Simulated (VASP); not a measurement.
Here is a VASP 6.6.1 calculation.

File INCAR:

```
SYSTEM = PbSe
PREC = Accurate
ENCUT = 520
EDIFF = 1E-6
ISMEAR = -5
SIGMA = 0.1
LREAL = .False.
LASPH = .True.
NELM = 80
ALGO = Normal
ISIF = 2
LWAVE = .False.
LCHARG = .True.
GGA = PE
LELF = .True.
LVHAR = .True.
NBANDS = 17
```

The input KPOINTS:

```
Automatic mesh
0
Gamma
  11 11 11
  0 0 0
```

File POSCAR:

```
PbSe
1.0
    0.0000000000      3.4503592439      3.4503592439
    3.4503592439      0.0000000000      3.4503592439
    3.4503592439      3.4503592439      0.0000000000
Pb Se
1 1
Direct
    0.0000000000      0.0000000000      0.0000000000
    0.2500000000      0.2500000000      0.2500000000
```

Potentials or basis: VASP PAW PBE potentials, release 64 (Pb_d, Se).

Run with:

```bash
$ cat potpaw_PBE.64/Pb_d/POTCAR potpaw_PBE.64/Se/POTCAR > POTCAR
$ mpirun -np 1 vasp_std > vasp.out
```

Problem. Predict the band gap on the k mesh.

Solution. 0.75 eV, indirect (least direct gap 1.19 eV).

Problem. Predict the pressure.

Solution. 0.0 GPa.

Caveat: spin-orbit coupling is left out, which moves the levels of the heavy elements. A k mesh can miss the band edges.
